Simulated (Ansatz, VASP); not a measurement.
# TePb: VASP beside Ansatz

The input POSCAR:

```
TePb
1.0
    0.0000000000      3.0322814497      3.0322814497
    3.0322814497      0.0000000000      3.0322814497
    3.0322814497      3.0322814497      0.0000000000
Pb Te
1 1
Direct
    0.0000000000      0.0000000000      0.0000000000
    0.5000000000      0.5000000000      0.5000000000
```

INCAR.step1

```
  ALGO = Normal
  EDIFF = 1E-4
  ENCUT = 520
  GGA = PE
  ISMEAR = -1
  LASPH = T
  LCHARG = F
  LREAL = F
  LWAVE = T
  NBANDS = 17
  NELM = 100
  PREC = Accurate
  SIGMA = 0.08
```

The input INCAR.step2:

```
  ALGO = Normal
  EDIFF = 1E-6
  ENCUT = 520
  ISIF = 2
  ISMEAR = -1
  ISTART = 1
  LASPH = T
  LCHARG = F
  LMIXTAU = T
  LREAL = F
  LWAVE = F
  METAGGA = R2SCAN
  NBANDS = 17
  NELM = 100
  PREC = Accurate
  SIGMA = 0.08
```

The input KPOINTS:

```
k-points
0
Gamma
  12 12 12
```

Input for Ansatz:

```yaml
crystal:
  lattice:
    - [0.0, 3.0322814497, 3.0322814497]
    - [3.0322814497, 0.0, 3.0322814497]
    - [3.0322814497, 3.0322814497, 0.0]
  atoms:
    - { symbol: Pb, position: [0.0, 0.0, 0.0] }
    - { symbol: Te, position: [0.5, 0.5, 0.5] }
kpoints:
  mp_grid: { grid: [12, 12, 12] }
scf:
  occupations: { method: fermi_dirac, width: 0.08 }
hamiltonian:
  xc: r2scan
  pseudopotentials: { kind: paw }
output:
  forces: true
  stress: true
  eigenvalues: true
  populations: true
```

Change from the starting cell: volume scaled by 0.8, PAW files.

Alike in both runs: task single point; functional r2SCAN; k mesh 12 × 12 × 12; occupations fermi-dirac, width 0.08 eV; no spin polarisation.

```csv
,VASP,Ansatz
version,VASP 6.6.1,Ansatz 0.2.0
potentials or method,"VASP PAW PBE potentials, release 64 (Pb_d, Te)","PAW with Ansatz's default frozen-core files, scalar-relativistic"
plane-wave cutoff (eV),520,500
valence electrons in the cell,20,30
```

```tsv
	VASP	Ansatz	Ansatz less VASP
pressure (GPa)	15.5	15.5	-0.04
```

VASP's potentials were made for PBE, not for r2SCAN. VASP's potentials hold 20 valence electrons a cell and Ansatz's 30, so a difference there can come from the potentials and not from the codes.

Neither program's run includes spin-orbit coupling.
